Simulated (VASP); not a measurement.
AlN: relaxation of cell and atoms with LDA

The system is AlN.

```
Al N
1.0
     0.00000    2.17114    2.17114
     2.17114    0.00000    2.17114
     2.17114    2.17114    0.00000
Al N
1 1
Cartesian
  0.0000 0.0000 0.0000
  3.2567 3.2567 3.2567
```

```yaml
Program: VASP 6.6.1
Task: relaxation of cell and atoms
Functional: LDA
Potentials_or_basis: VASP PAW LDA potentials, release 64 (Al, N)
Cutoff: 600 eV
k_mesh: 10 × 10 × 10
Occupations: gaussian, width 0.01 eV
Spin: no spin polarisation
Target_pressure: 16 GPa
Dipole_correction: no
Further_INCAR_settings: ALGO = Normal; EDIFF = 1e-07; IBRION = 2; EDIFFG = -0.001; NSW = 80; ISIF = 3
```

- Relaxed volume: 9.60 Å³/atom
- Relaxed cell: a = 3.006 Å, b = 3.006 Å, c = 3.006 Å, α = 60.00°, β = 60.00°, γ = 60.00°
- Space group after relaxing (to 0.05 Å): F-43m (No. 216)
- Energy change on relaxing (the enthalpy is what falls): +31.2 meV/atom
- Ionic steps: 4
- Pressure after relaxing: 16.0 GPa
- Band gap on the k mesh: 3.26 eV, indirect (least direct gap 4.98 eV)

The path:
```csv
step,energy change (eV),largest force (eV/Å),pressure (GPa),volume (Å³)
1,0.0000,0.0000,0.55,20.47
2,0.3296,0.0000,42.01,17.68
3,0.0601,0.0000,15.66,19.22
4,0.0625,0.0000,16.00,19.20
```

Final structure:
```
CELL_PARAMETERS angstrom
0.00000 2.12529 2.12529
2.12529 0.00000 2.12529
2.12529 2.12529 0.00000
ATOMIC_POSITIONS crystal
Al 0.00000 0.00000 0.00000
N 0.75000 0.75000 0.75000
```

Levels at points of the mesh, in eV from the valence-band top:
| k point | band 1 | band 2 | band 3 | band 4 | band 5 | band 6 | band 7 | band 8 |
| --- | --- | --- | --- | --- | --- | --- | --- | --- |
| (0.00, 0.00, 0.00) | -15.32 | 0.00 | 0.00 | 0.00 | 4.98 | 13.16 | 13.16 | 13.16 |
| (0.50, 0.00, 0.00) | -12.94 | -6.26 | -0.49 | -0.49 | 8.02 | 10.33 | 11.48 | 11.48 |
| (0.50, 0.50, 0.00) | -12.20 | -5.21 | -1.88 | -1.88 | 3.26 | 8.90 | 14.90 | 16.51 |

Wall time 21 s on 1 thread of Intel Xeon 6975P-C (shared host), peak memory 0.14 GiB.

Caveat: the cell is relaxed towards a set pressure, so the enthalpy falls and the energy may rise. A k mesh can miss the band edges.
